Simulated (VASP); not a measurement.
Runs of VASP 6.6.1 on Pt2Cl. The structure is that of space group P6/mmm (No. 191), or close to it. The cells are those of the table. 

```csv
task,spin,cell,k mesh,cutoff (eV),gap on the mesh (eV),pressure (GPa),moment (μB),relaxed volume (Å³/atom)
single point,off,"a = 3.837, b = 3.837, c = 4.142 Å, angles 90.0, 90.0, 120.0°, 3 atoms",6 × 6 × 4,520,none,50.6,-,-
single point,off,"a = 4.630, b = 4.630, c = 2.801 Å, angles 90.0, 90.0, 120.0°, 3 atoms",6 × 6 × 6,520,none,-0.3,-,-
single point,off,"a = 4.629, b = 4.629, c = 2.804 Å, angles 90.0, 90.0, 120.0°, 3 atoms",12 × 12 × 16,520,none,-0.3,-,-
relaxation of cell and atoms,off,"relaxed from a = 4.731, b = 4.731, c = 2.657 Å, angles 90.0, 90.0, 120.0°, 3 atoms",6 × 6 × 6,600,none,0.1,-,17.29
single point,"collinear, ferromagnetic start","a = 4.731, b = 4.731, c = 2.657 Å, angles 90.0, 90.0, 120.0°, 3 atoms",6 × 6 × 4,520,none,-0.2,0.00,-
relaxation of cell and atoms,off,"relaxed from a = 4.630, b = 4.630, c = 2.801 Å, angles 90.0, 90.0, 120.0°, 3 atoms",12 × 12 × 16,600,none,0.0,-,17.31
relaxation of cell and atoms,"collinear, ferromagnetic start","relaxed from a = 3.837, b = 3.837, c = 4.142 Å, angles 90.0, 90.0, 120.0°, 3 atoms",6 × 6 × 4,600,none,-0.2,0.00,(a)
```

Alike in all rows: level PBE; potentials or basis VASP PAW PBE potentials, release 64 (Pt, Cl); smearing gaussian 0.1 eV.

**Question.** Fill in the values left out.

**Answer.** (a) 17.19.

Caveats: some runs use coarse meshes; spin-orbit coupling is left out, which moves the levels of the heavy elements; an odd number of electrons without spin polarisation forces a metal (some runs); a magnetic or distorted state may lie lower (some runs).

A k mesh can miss the band edges, and the runs leave out spin-orbit coupling on Pt.

A gap of «none» marks levels without a gap at the run's occupations.
